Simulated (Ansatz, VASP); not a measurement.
Li: VASP beside Ansatz

INCAR

```
SYSTEM = Li
ALGO = Normal
EDIFF = 1E-8
ENCUT = 520
GGA = PS
ISIF = 2
ISMEAR = -1
LASPH = .True.
LCHARG = .False.
LEFG = .True.
LREAL = .False.
LWAVE = .False.
NBANDS = 12
NELM = 60
PREC = Accurate
SIGMA = 0.05
```

KPOINTS

```
k-points
0
Gamma
  12 12 12
  0 0 0
```

File POSCAR:

```
Li
1.0
    1.5039839967      0.8683255653      7.5883000000
   -1.5039839967      0.8683255653      7.5883000000
    0.0000000000     -1.7366511308      7.5883000000
Li
3
Direct
    0.0000000000      0.0000000000      0.0000000000
    0.2220000000      0.2220000000      0.2220000000
    0.7780000000      0.7780000000      0.7780000000
```

Input for Ansatz:

```yaml
crystal:
  lattice:
    - [1.5039839967, 0.8683255653, 7.5883]
    - [-1.5039839967, 0.8683255653, 7.5883]
    - [0.0, -1.7366511308, 7.5883]
  atoms:
    - { symbol: Li, position: [0.0, 0.0, 0.0] }
    - { symbol: Li, position: [0.222, 0.222, 0.222] }
    - { symbol: Li, position: [0.778, 0.778, 0.778] }
kpoints:
  mp_grid: { grid: [12, 12, 12] }
scf:
  occupations: { method: fermi_dirac, width: 0.05 }
hamiltonian:
  xc: pbesol
  pseudopotentials: { kind: all_electron, datasets: crystal }
output:
  forces: true
  stress: true
  eigenvalues: true
  efg: { contact_densities: true }
```

Change from the starting cell: equal xx and yy strain of -3 %, crystal datasets.

Alike in both runs: task electric field gradients; functional PBEsol; k mesh 12 × 12 × 12; occupations fermi-dirac, width 0.05 eV; no spin polarisation.

|  | VASP | Ansatz |
| --- | --- | --- |
| version | VASP 6.6.1 | Ansatz 0.2.0 |
| potentials or method | VASP PAW PBE potentials, release 64 (Li_sv), cutoff 520 eV | all-electron PAW with datasets made for the crystal, scalar-relativistic |

|  | VASP | Ansatz | Ansatz less VASP |
| --- | --- | --- | --- |
| rms of the force components (eV/Å) | 0.005 | 0.005 | -0.0001 |

VASP's potentials were made for PBE, not for PBEsol. Atom by atom the forces differ by 0.000 eV/Å (rms over components). Ansatz ran all-electron here, and VASP with PAW potentials.

Noted on VASP's run: the cutoff is short for stress, so the pressure is rough.
